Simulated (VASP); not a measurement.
# Be2H3Br (R-3m) in VASP: further runs, part 2 of 2

VASP 6.6.1. Earlier steps stand in the parts before.

## 3. Relaxation of cell and atoms, PBE

INCAR

```
SYSTEM = Be2H3Br
PREC = Accurate
ENCUT = 600
EDIFF = 1E-6
ISMEAR = 0
SIGMA = 0.1
LREAL = .False.
LASPH = .True.
NELM = 100
ALGO = Normal
ISIF = 3
LWAVE = .False.
LCHARG = .False.
GGA = PE
IBRION = 2
NSW = 100
EDIFFG = -0.01
```

KPOINTS

```
regular mesh
0
Gamma
  12 12 12
  0 0 0
```

POSCAR

```
Be2H3Br
1.0
    3.0675747566      1.7710651115      2.2346661881
   -3.0675747566      1.7710651115      2.2346661881
    0.0000000000     -3.5421302229      2.2346661881
Be H Br
2 3 1
Direct
    0.3370391106      0.3370391106      0.3370391106
    0.6629608894      0.6629608894      0.6629608894
    0.5000000000      0.0000000000      0.0000000000
    0.0000000000      0.5000000000      0.0000000000
    0.0000000000      0.0000000000      0.5000000000
    0.0000000000      0.0000000000      0.0000000000
```

Potentials or basis: VASP PAW PBE potentials, release 64 (Be, H, Br).

On the command line:

```console
cat potpaw_PBE.64/Be/POTCAR potpaw_PBE.64/H/POTCAR potpaw_PBE.64/Br/POTCAR > POTCAR
mpirun -np 1 vasp_std > vasp.out
```

OUTCAR:

```text
SYSTEM = Be2H3Br
   PREC = Accurate
   ENCUT = 600
   EDIFF = 1E-6
   ISMEAR = 0
   LREAL = .False.
   LASPH = .True.
   NELM = 100
   ISIF = 3
   GGA = PE
   IBRION = 2
   NSW = 100
   EDIFFG = -0.01

 ion  position               nearest neighbor table
   1  0.337  0.337  0.337-   2 2.18   6 2.26
   2  0.663  0.663  0.663-   1 2.18   6 2.26
   3  0.500  0.000  0.000-
   4  0.000  0.500  0.000-
   5  0.000  0.000  0.500-
   6  0.000  0.000  0.000-   1 2.26   2 2.26

  LATTYP: Found a trigonal (rhomboedric) cell.
 ALAT       =     4.1881283993
 COS(alpha) =    -0.0729520914

  Lattice vectors:

 A1 = (   3.0675747566,   1.7710651115,   2.2346661881)
 A2 = (  -3.0675747566,   1.7710651115,   2.2346661881)
 A3 = (   0.0000000000,  -3.5421302229,   2.2346661881)

Analysis of symmetry for initial positions (statically):
=====================================================================
 Subroutine PRICEL returns:
 Original cell was already a primitive cell.

 Routine SETGRP: Setting up the symmetry group for a
 trigonal (rhombohedral) supercell.

 Subroutine GETGRP returns: Found 12 space group operations
 (whereof 12 operations were pure point group operations)
 out of a pool of 12 trial point group operations.

The static configuration has the point symmetry D_3d.

Analysis of symmetry for dynamics (positions and initial velocities):
=====================================================================
 Subroutine PRICEL returns:
 Original cell was already a primitive cell.

 Routine SETGRP: Setting up the symmetry group for a
 trigonal (rhombohedral) supercell.

 Subroutine GETGRP returns: Found 12 space group operations
 (whereof 12 operations were pure point group operations)
 out of a pool of 12 trial point group operations.

The dynamic configuration has the point symmetry D_3d.

 Subroutine INISYM returns: Found 12 space group operations
 (whereof 12 operations are pure point group operations),
 and found     1 'primitive' translations

----------------------------------------------------------------------------------------

                                     Primitive cell

  volume of cell :      72.8440

  direct lattice vectors                    reciprocal lattice vectors
     3.067574757  1.771065112  2.234666188     0.162995213  0.094105330  0.149164710
    -3.067574757  1.771065112  2.234666188    -0.162995213  0.094105330  0.149164710
     0.000000000 -3.542130223  2.234666188     0.000000000 -0.188210660  0.149164710

  length of vectors
     4.188128399  4.188128399  4.188128399     0.240152791  0.240152791  0.240152791

  position of ions in fractional coordinates (direct lattice)
     0.337039111  0.337039111  0.337039111
     0.662960889  0.662960889  0.662960889
     0.500000000  0.000000000  0.000000000
     0.000000000  0.500000000  0.000000000
     1.000000000  1.000000000  0.500000000
     0.000000000  0.000000000  0.000000000

  ion indices of the primitive-cell ions
   primitive index   ion index
                 1           1
                 2           2
                 3           3
                 4           4
                 5           5
                 6           6
[... 52 lines left out ...]
 -0.416667  0.166667  0.000000     12.000000
 [... further k-points ...]
   k-points           NKPTS =    189   k-points in BZ     NKDIM =    189   number of bands    NBANDS=     11
   number of dos      NEDOS =    301   number of ions     NIONS =      6
   total plane-waves  NPLWV =  46656
   dimension x,y,z NGX =    36 NGY =   36 NGZ =   36
   dimension x,y,z NGXF=    72 NGYF=   72 NGZF=   72
   ions per type =               2   3   1
   NGX,Y,Z   is equivalent  to a cutoff of  14.29, 14.29, 14.29 a.u.
   NGXF,Y,Z  is equivalent  to a cutoff of  28.58, 28.58, 28.58 a.u.
 SYSTEM =  Be2H3Br
   PREC   = accura    normal or accurate (medium, high low for compatibility)
   ISTART =      0    job   : 0-new  1-cont  2-samecut
   ICHARG =      2    charge: 1-file 2-atom 10-const
   ISPIN  =      1    spin polarized calculation?
   LNONCOLLINEAR =      F non collinear calculations
   LSORBIT =      F    spin-orbit coupling
   LASPH  =      T    aspherical Exc in radial PAW
   ENCUT  =  600.0 eV  44.10 Ry    6.64 a.u.   8.36  8.36  8.36*2*pi/ulx,y,z
   NELM   =    100;   NELMIN=  2; NELMDL= -5     # of ELM steps
   EDIFF  = 0.1E-05   stopping-criterion for ELM
   LREAL  =      F    real-space projection
   EDIFFG = -.1E-01   stopping-criterion for IOM
   NSW    =    100    number of steps for IOM
   IBRION =      2    ionic relax: 0-MD 1-quasi-New 2-CG
   NFREE  =      1    steps in history (QN), initial steepest desc. (CG)
   ISIF   =      3    stress and relaxation
   ISYM   =      2    0-nonsym 1-usesym 2-fastsym
   POTIM  = 0.5000    time-step for ionic-motion
   TEBEG  =    0.0;   TEEND  =   0.0 temperature during run
   PSTRESS=    0.0 pullay stress
   NELECT =      14.0000    total number of electrons
   NUPDOWN=      -1.0000    fix difference up-down
   EMIN   =  10.00;   EMAX   =-10.00  energy-range for DOS
   EFERMI =   0.00;   METHOD = LEGACY
   ISMEAR =     0;   SIGMA  =   0.10  broadening in eV -4-tet -1-fermi 0-gaus
   EFERMI_NEDOS =   21; number of points for ismear=-14 and -15
   IALGO  =     38    algorithm
   IMIX   =      4    mixing-type and parameters
     AMIX     =   0.40;   BMIX     =  1.00
     AMIX_MAG =   1.60;   BMIX_MAG =  1.00
  volume/ion in A,a.u.               =      12.14        81.93
  Fermi-wavevector in a.u.,A,eV,Ry     =   0.944756  1.785330 12.144068  0.892564
  Thomas-Fermi vector in A             =   2.072592
   LORBIT       =      0    0 simple, 1 ext, 2 COOP (PROOUT), +10 PAW based schemes
   GGA     = PE    functional components
   LHFCALC =     F    Hartree Fock is set to
   AEXX    =    0.0000 exact exchange contribution
   IVDW    =     0    specifies the selected vdW correction
   LEPSILON=     F    determine dielectric tensor
   LRPA    =     F    only Hartree local field effects (RPA)
 conjugate gradient relaxation of ions
 non-spin polarized calculation
 Gauss-broadening in eV      SIGMA  =   0.10
  energy-cutoff  :      600.00
  volume of cell :       72.84
 maximum number of plane-waves:      2460
 NGX is ok and might be reduce to    36
   NGX = 17   NGY = 17   NGZ = 17

 number of electron      14.0000002 magnetization

 Free energy of the ion-electron system (eV)
  ---------------------------------------------------
  ext. energy  EPLUGINS =         0.00000000
  ---------------------------------------------------
  free energy    TOTEN  =       -11.55788199 eV

  energy without entropy =      -11.54950354  energy(sigma->0) =      -11.55369276

 E-fermi :   2.6575     XC(G=0):  -8.7049

 val. band max:        2.6498189864   @ k =  -0.3333   0.5000   0.3333
 cond. band min:       2.6728932711   @ k =  -0.2500   0.0833   0.0000
 fundamental gap:      0.0230742847
 Fermi energy:         2.6575037519

 k-point     1 :       0.0000    0.0000    0.0000
  band No.  band energies     occupation
      1     -15.3257      2.00000
      2      -4.4067      2.00000
      3      -2.6289      2.00000
      4      -2.2952      2.00000
      5      -2.2952      2.00000
      6      -0.9951      2.00000
      7      -0.9951      2.00000
      8       2.9876      0.00000
      9       5.3909      0.00000
     10       5.3909      0.00000
     11       7.0890      0.00000
[... 309 lines left out ...]
 k-point    24 :      -0.4167    0.1667    0.0000
  band No.  band energies     occupation
      1     -15.1114      2.00000
      2      -5.9860      2.00000
      3      -4.1792      2.00000
      4      -2.6067      2.00000
      5      -1.0179      2.00000
      6       0.2748      2.00000
      7       0.7680      2.00000
      8       3.8628      0.00000
      9       4.3790      0.00000
     10       4.8511      0.00000
     11       6.7108      0.00000

 [... further k-points ...]
[... 5 lines left out ...]
  --------------------------------------------------------------------------------------
  -------------------------------------------------------------------------------------
  Total       -0.0027645     -0.0027645      0.0113369      0.0000000      0.0000000      0.0000000
  in kB       -0.0608050     -0.0608050      0.2493511      0.0000000      0.0000000      0.0000000
  external PRESSURE =       0.0425804 kB  Pullay stress =       0.0000000 kB

 VOLUME and BASIS-vectors are now :
 -----------------------------------------------------------------------------
  energy-cutoff  :      600.00
  volume of cell :       72.84
      direct lattice vectors                 reciprocal lattice vectors
     3.067574757  1.771065112  2.234666188     0.162995213  0.094105330  0.149164710
    -3.067574757  1.771065112  2.234666188    -0.162995213  0.094105330  0.149164710
     0.000000000 -3.542130223  2.234666188     0.000000000 -0.188210660  0.149164710

 POSITION                                       TOTAL-FORCE (eV/Angst)
 -----------------------------------------------------------------------------------
      0.00000      0.00000      2.25951        -0.000000      0.000000      0.001737
      0.00000      0.00000      4.44449        -0.000000     -0.000000     -0.001737
      1.53379      0.88553      1.11733         0.000000      0.000000      0.000000
     -1.53379      0.88553      1.11733        -0.000000      0.000000     -0.000000
      0.00000     -1.77107      1.11733        -0.000000      0.000000      0.000000
      0.00000      0.00000      0.00000        -0.000000      0.000000      0.000000
 -----------------------------------------------------------------------------------
    total drift:                               -0.000000     -0.000000     -0.000000

  FREE ENERGIE OF THE ION-ELECTRON SYSTEM (eV)
  ---------------------------------------------------
  free  energy   TOTEN  =       -11.5578819896 eV

  energy  without entropy=      -11.5495035392  energy(sigma->0) =      -11.55369276

 reached required accuracy - stopping structural energy minimisation
```

Run time: 2.3 min. Hardware: 1 thread of Intel Xeon Platinum 8375C at 2.90GHz (Ice Lake), shared host; peak memory 0.37 GiB.

Results:

```
Free energy             : -11.5579 eV
Pressure after relaxing : 0.0 GPa
Band gap on the k mesh  : zero (band 7 reaches 3.67 eV, above the bottom of band 8 at 1.70 eV)
```

Final structure:
```cif
data_structure
_symmetry_space_group_name_H-M 'P 1'
_symmetry_Int_Tables_number 1
_cell_length_a 4.1881
_cell_length_b 4.1881
_cell_length_c 4.1881
_cell_angle_alpha 94.184
_cell_angle_beta 94.184
_cell_angle_gamma 94.184
_cell_volume 72.84
loop_
_atom_site_label
_atom_site_type_symbol
_atom_site_fract_x
_atom_site_fract_y
_atom_site_fract_z
_atom_site_occupancy
Be1 Be 0.33704 0.33704 0.33704 1
Be2 Be 0.66296 0.66296 0.66296 1
H1 H 0.50000 0.00000 0.00000 1
H2 H 0.00000 0.50000 0.00000 1
H3 H 0.00000 0.00000 0.50000 1
Br1 Br 0.00000 0.00000 0.00000 1
```

Levels at points of the mesh, in eV from the Fermi level:
```
           k point  band 4  band 5  band 6  band 7  band 8  band 9  band 10  band 11
(0.00, 0.00, 0.00)   -4.95   -4.95   -3.65   -3.65    0.33    2.73     2.73     4.43
(0.50, 0.00, 0.00)   -4.82   -3.92   -3.37   -2.27    1.29    2.21     2.83     4.13
(0.50, 0.50, 0.00)   -5.26   -3.35   -3.01    1.02    1.45    1.88     2.04     3.59
(0.50, 0.50, 0.50)   -7.76   -1.94   -0.96   -0.94   -0.94    2.09     2.34     2.34
```

Caveat: the relaxation stopped at its first step, so nothing moved.

## 4. Single point, PBE

INCAR

```
PREC     = Accurate       # precision mode
ENCUT    = 520            # plane-wave cutoff, eV
EDIFF    = 1E-6           # SCF threshold, eV
ISMEAR   = 0              # smearing method
SIGMA    = 0.1            # smearing width, eV
LREAL    = False          # projectors in reciprocal space
LASPH    = True           # aspherical terms in the spheres
NELM     = 100            # most SCF steps
ALGO     = Normal         # electronic algorithm
ISIF     = 2              # what is computed and relaxed
LWAVE    = False          # write WAVECAR
LCHARG   = True           # write CHGCAR
GGA      = PE             # functional
LELF     = True           # ELF
LVHAR    = True         
NBANDS   = 16             # bands
```

KPOINTS

```
regular mesh
0
Gamma
  12 12 12
```

POSCAR is that of step 3.

On the command line:

```console
cat potpaw_PBE.64/Be/POTCAR potpaw_PBE.64/H/POTCAR potpaw_PBE.64/Br/POTCAR > POTCAR
mpirun -np 1 vasp_std > vasp.out
```

Run time: 2 min. Hardware: 1 thread of Intel Xeon Platinum 8375C at 2.90GHz (Ice Lake), shared host; peak memory 0.34 GiB.

Results (log left out):

```
Free energy            : -11.5571 eV
Pressure               : -0.1 GPa
Band gap on the k mesh : zero (band 7 reaches 3.68 eV, above the bottom of band 8 at 1.70 eV)
```

Forces in eV/Å, atoms in the order of the input:
```
Be   0.000  0.000  0.003
Be   0.000  0.000 -0.003
H    0.000  0.000  0.000
H    0.000  0.000  0.000
H    0.000  0.000  0.000
Br   0.000  0.000  0.000
```

Levels at points of the mesh, in eV from the Fermi level:
```csv
k point,band 3,band 4,band 5,band 6,band 7,band 8,band 9,band 10,band 11,band 12
"(0.00, 0.00, 0.00)",-5.29,-4.95,-4.95,-3.65,-3.65,0.33,2.73,2.73,4.43,4.88
"(0.50, 0.00, 0.00)",-6.07,-4.82,-3.92,-3.37,-2.27,1.29,2.21,2.83,4.13,4.38
"(0.50, 0.50, 0.00)",-8.08,-5.26,-3.35,-3.01,1.02,1.45,1.88,2.04,3.59,3.63
"(0.50, 0.50, 0.50)",-7.76,-7.76,-1.94,-0.96,-0.94,-0.94,2.09,2.34,2.34,8.45
```

## 5. Relaxation of cell and atoms, PBE

This run uses another cell than the first one, of 10.46 Å³/atom, 0.862 times its volume.

INCAR

```
PREC = Accurate
ENCUT = 600
EDIFF = 1E-6
ISMEAR = 0
SIGMA = 0.1
LREAL = F
LASPH = T
NELM = 100
ALGO = Normal
ISIF = 3
LWAVE = F
LCHARG = F
GGA = PE
IBRION = 2
NSW = 100
EDIFFG = -0.01
```

KPOINTS is that of step 4.

POSCAR

```
Be2H3Br
1.0
    2.7266276841      1.5742192274      2.4374054586
   -2.7266276841      1.5742192274      2.4374054586
    0.0000000000     -3.1484384547      2.4374054586
Be H Br
2 3 1
Direct
    0.3477532748      0.3477532748      0.3477532748
    0.6522467252      0.6522467252      0.6522467252
    0.5000000000      0.0000000000      0.0000000000
    0.0000000000      0.5000000000      0.0000000000
    0.0000000000      0.0000000000      0.5000000000
    0.0000000000      0.0000000000      0.0000000000
```

Potentials or basis: VASP PAW PBE potentials, release 64 (Be, H, Br).

On the command line:

```console
cat potpaw_PBE.64/Be/POTCAR potpaw_PBE.64/H/POTCAR potpaw_PBE.64/Br/POTCAR > POTCAR
mpirun -np 1 vasp_std > vasp.out
```

OUTCAR:

```text
PREC = Accurate
   ENCUT = 600
   EDIFF = 1E-6
   ISMEAR = 0
   LREAL = F
   LASPH = T
   NELM = 100
   ISIF = 3
   GGA = PE
   IBRION = 2
   NSW = 100
   EDIFFG = -0.01

 ion  position               nearest neighbor table
   1  0.348  0.348  0.348-   2 2.23   6 2.54
   2  0.652  0.652  0.652-   1 2.23   6 2.54
   3  0.500  0.000  0.000-
   4  0.000  0.500  0.000-
   5  0.000  0.000  0.500-
   6  0.000  0.000  0.000-   1 2.54   2 2.54

  LATTYP: Found a trigonal (rhomboedric) cell.
 ALAT       =     3.9816592111
 COS(alpha) =     0.0621065494

  Lattice vectors:

 A1 = (   2.7266276841,   1.5742192274,   2.4374054586)
 A2 = (  -2.7266276841,   1.5742192274,   2.4374054586)
 A3 = (   0.0000000000,  -3.1484384547,   2.4374054586)

[... 394 lines left out ...]

 E-fermi :   2.6978     XC(G=0):  -8.7301

 val. band max:        2.6897131768   @ k =   0.5000   0.3333   0.3333
 cond. band min:       2.7136381801   @ k =  -0.3333   0.4167   0.2500
 fundamental gap:      0.0239250033
 Fermi energy:         2.6978470915

 k-point     1 :       0.0000    0.0000    0.0000
  band No.  band energies     occupation
      1     -15.2814      2.00000
      2      -4.3258      2.00000
      3      -2.6036      2.00000
      4      -2.2509      2.00000
      5      -2.2509      2.00000
      6      -0.9791      2.00000
      7      -0.9791      2.00000
      8       3.0347      0.00000
      9       5.4715      0.00000
     10       5.4715      0.00000
     11       7.5187      0.00000
[... 309 lines left out ...]
 k-point    24 :      -0.4167    0.1667    0.0000
  band No.  band energies     occupation
      1     -15.0618      2.00000
      2      -5.9600      2.00000
      3      -4.1374      2.00000
      4      -2.5532      2.00000
      5      -0.9886      2.00000
      6       0.3251      2.00000
      7       0.8170      2.00000
      8       3.8846      0.00000
      9       4.4354      0.00000
     10       4.8870      0.00000
     11       6.7816      0.00000

 [... further k-points ...]
[... 5 lines left out ...]
  --------------------------------------------------------------------------------------
  -------------------------------------------------------------------------------------
  Total        0.0043664      0.0043664     -0.0211890      0.0000000     -0.0000000      0.0000000
  in kB        0.0965542      0.0965542     -0.4685479      0.0000000     -0.0000000      0.0000000
  external PRESSURE =      -0.0918132 kB  Pullay stress =       0.0000000 kB
[... 21 lines left out ...]
  FREE ENERGIE OF THE ION-ELECTRON SYSTEM (eV)
  ---------------------------------------------------
  free  energy   TOTEN  =       -11.5537228960 eV

  energy  without entropy=      -11.5454430450  energy(sigma->0) =      -11.54958297

 reached required accuracy - stopping structural energy minimisation
```

Run time: 12 min. Hardware: 1 thread of Intel Xeon Platinum 8488C (Sapphire Rapids), shared host; peak memory 0.34 GiB.

What came out:

```
Free energy                            : -11.5537 eV
Relaxed volume                         : 12.08 Å³/atom
Relaxed cell                           : a = 4.179 Å, b = 4.179 Å, c = 4.179 Å, α = 93.86°, β = 93.86°, γ = 93.86°
Space group after relaxing (to 0.05 Å) : R-3m (No. 166)
Energy gained by relaxing              : 20.2 meV/atom
Ionic steps                            : 16
Pressure after relaxing                : 0.0 GPa
Largest force after relaxing           : 0.008 eV/Å
Band gap on the k mesh                 : zero (band 7 reaches 3.73 eV, above the bottom of band 8 at 1.74 eV)
```

Forces in eV/Å, atoms in the order of the input:
```
Be   0.000  0.000  0.008
Be   0.000  0.000 -0.008
H    0.000  0.000  0.000
H    0.000  0.000  0.000
H    0.000  0.000  0.000
Br   0.000  0.000  0.000
```

The path:
```
step  energy change (eV)  largest force (eV/Å)  pressure (GPa)  volume (Å³)
   1              0.0000                0.1773            1.92        62.77
   2             -0.0148                0.1402            1.16        63.92
   3             -0.0281                0.0532           -0.89        67.40
   4             -0.0289                0.0671           -0.54        66.71
   5             -0.0434                0.0361           -0.44        67.25
   6             -0.0827                0.0748           -0.13        68.79
   7             -0.0742                0.5857            0.68        71.54
   8             -0.0980                0.2678            0.17        70.10
   9             -0.1174                0.1162            0.13        71.32
  10             -0.1207                0.0486            0.14        72.09
  11             -0.1208                0.0109            0.16        71.94
  12             -0.1208                0.0195            0.16        71.98
  13             -0.1211                0.0087           -0.09        72.51
  14             -0.1211                0.0108           -0.01        72.41
  15             -0.1211                0.0101           -0.04        72.43
  16             -0.1211                0.0077           -0.01        72.45
```

Final structure:
```xyz
6
Lattice="3.0528 1.7625 2.2443 -3.0528 1.7625 2.2443 0.0000 -3.5251 2.2443" Properties=species:S:1:pos:R:3 pbc="T T T"
Be    0.0000    0.0000    2.2702
Be    0.0000    0.0000    4.4627
H     1.5264    0.8813    1.1222
H    -1.5264    0.8813    1.1222
H     0.0000   -1.7625    1.1222
Br    0.0000    0.0000    0.0000
```

Caveat: the volume moved by over 15 % at a fixed basis, so the end points are rough.

## 6. The runs side by side

```csv
task,cell,cutoff (eV),gap on the mesh (eV),pressure (GPa)
single point,"a = 4.188 Å, angles 94.2°, 6 atoms",520,none,-0.1
relaxation of cell and atoms,"relaxed from a = 4.188 Å, angles 94.2°, 6 atoms",600,none,0.0
relaxation of cell and atoms,"relaxed from a = 3.982 Å, angles 86.4°, 6 atoms",600,none,0.0
```

Alike in all rows: level PBE; potentials or basis VASP PAW PBE potentials, release 64 (Be, H, Br); no spin polarisation; k mesh 12 × 12 × 12; smearing gaussian 0.1 eV.

Caveats: the relaxation stopped at its first step, so nothing moved (some runs); the volume moved by over 15 % at a fixed basis, so the end points are rough (some runs).

Absolute energies hang on the potentials; compare differences alone.
